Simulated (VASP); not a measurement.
# YP: single point with LDA

Crystal: YP.

```xyz
2
Lattice="3.4554 0.0000 0.0000 0.0000 3.4554 0.0000 0.0000 0.0000 3.4554" Properties=species:S:1:pos:R:3 pbc="T T T"
Y     0.0000    0.0000    0.0000
P     1.7277    1.7277    1.7277
```

```json
{"Program": "VASP 6.6.1", "Task": "single point", "Functional": "LDA", "Potentials or basis": "VASP PAW LDA potentials, release 64 (Y_sv, P)", "Cutoff": "500 eV", "k mesh": "6 × 6 × 6", "Occupations": "gaussian, width 0.05 eV", "Spin": "no spin polarisation", "Dipole correction": "no", "Further INCAR settings": "ALGO = Normal; EDIFF = 1e-06; NBANDS = 15"}
```

| Quantity | Value |
| --- | --- |
| Pressure | -4.1 GPa |
| Band gap on the k mesh | zero (bands 8 and 9 overlap by 0.45 eV) |

Levels at points of the mesh, in eV from the Fermi level:
| k point | band 5 | band 6 | band 7 | band 8 | band 9 | band 10 | band 11 | band 12 |
| --- | --- | --- | --- | --- | --- | --- | --- | --- |
| (0.00, 0.00, 0.00) | -11.22 | -0.97 | -0.97 | 0.24 | 0.24 | 0.24 | 4.00 | 4.00 |
| (0.50, 0.00, 0.00) | -9.51 | -5.38 | -0.97 | -0.97 | 0.15 | 4.56 | 5.12 | 5.28 |
| (0.50, 0.50, 0.00) | -9.44 | -3.00 | -3.00 | -0.75 | 1.23 | 1.97 | 1.97 | 2.96 |
| (0.50, 0.50, 0.50) | -8.00 | -4.33 | -4.33 | -4.33 | 4.19 | 4.19 | 4.19 | 6.07 |

Run time: 22 s on 1 thread of AMD EPYC 7R43 64-Core Processor (Zen 3) (shared host), peak memory 0.12 GiB.

Caveat: the cell stands under tension.
